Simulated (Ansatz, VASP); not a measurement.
## W: VASP beside Ansatz

```
CELL_PARAMETERS angstrom
-1.56765 1.56765 1.56765
1.56765 -1.56765 1.56765
1.56765 1.56765 -1.56765
ATOMIC_POSITIONS crystal
W 0.00000 0.00000 0.00000
```

Alike in both runs: task single point; functional LDA; k mesh 36 × 36 × 36; no spin polarisation.

|  | VASP | Ansatz |
| --- | --- | --- |
| version | VASP 6.6.1 | Ansatz 0.2.0 |
| potentials or method | VASP PAW LDA potentials, release 64 (W_sv) | plane-wave PAW, scalar-relativistic |
| plane-wave cutoff (eV) | 520 | 420 |
| occupations | methfessel-paxton of order 1, width 0.1 eV | cold, width 0.1 eV |
| valence electrons in the cell | 14 | 14 |

VASP gave:

```
pressure (GPa) : 2.0
```

Estimate Ansatz's values.

pressure (GPa): 0.1.

Ansatz warns that its potentials were made for another functional, while VASP's fit it. LDA's correlation is that of Perdew and Zunger in VASP and of Perdew and Wang (1992) in Ansatz.

Neither program's run includes spin-orbit coupling.
